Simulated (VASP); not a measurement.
Input of a VASP 6.6.1 run:

POSCAR

```
BiTe
1.0
    0.0000000000      3.1864750000      3.3320500000
    3.1864750000      0.0000000000      3.3320500000
    3.1864750000      3.1864750000      0.0000000000
Bi Te
1 1
Direct
    0.0000000000      0.0000000000      0.0000000000
    0.5000000000      0.5000000000      0.5000000000
```

File INCAR.step1:

```
PREC     = Accurate       # precision mode
ENCUT    = 520            # plane-wave cutoff, eV
ISMEAR   = 0              # smearing method
SIGMA    = 0.15           # smearing width, eV
LREAL    = F              # projectors in reciprocal space
LASPH    = T              # aspherical terms in the spheres
NELM     = 80             # most SCF steps
NBANDS   = 18             # bands
GGA      = PE             # functional
ALGO     = Normal         # electronic algorithm
EDIFF    = 1E-4           # SCF threshold, eV
LWAVE    = T              # write WAVECAR
LCHARG   = F              # write CHGCAR
```

INCAR.step2

```
PREC     = Accurate       # precision mode
ENCUT    = 520            # plane-wave cutoff, eV
EDIFF    = 1E-6           # SCF threshold, eV
ISMEAR   = 0              # smearing method
SIGMA    = 0.15           # smearing width, eV
LREAL    = F              # projectors in reciprocal space
LASPH    = T              # aspherical terms in the spheres
NELM     = 80             # most SCF steps
ALGO     = Normal         # electronic algorithm
ISIF     = 2              # what is computed and relaxed
LWAVE    = F              # write WAVECAR
LCHARG   = T              # write CHGCAR
METAGGA  = R2SCAN         # meta-GGA
LMIXTAU  = T            
LELF     = T              # ELF
LVHAR    = T            
NBANDS   = 18             # bands
ISTART   = 1
```

KPOINTS

```
regular mesh
0
Gamma
  14 14 14
```

Potentials or basis: VASP PAW PBE potentials, release 64 (Bi_d, Te).

Command:

```console
$ cat potpaw_PBE.64/Bi_d/POTCAR potpaw_PBE.64/Te/POTCAR > POTCAR
$ cp INCAR.step1 INCAR
$ mpirun -np 1 vasp_std > vasp.out
$ cp INCAR.step2 INCAR
$ mpirun -np 1 vasp_std > vasp.out
```

What does it give for the pressure?

0.2 GPa.

What does it give for the band gap on the k mesh?

Zero (an odd number of electrons rules out a gap without spin polarisation).

Stress tensor (GPa, compression positive):
```
 1.32  0.00  0.00
 0.00  1.32  0.00
 0.00  0.00 -2.15
```

Caveat: the cell differs from its parent crystal (strain -0.015 along x and y, +0.030 along z); the PAW data sets were made with another functional, which shifts forces and pressure a little; spin-orbit coupling is left out, which moves the levels of the heavy elements.
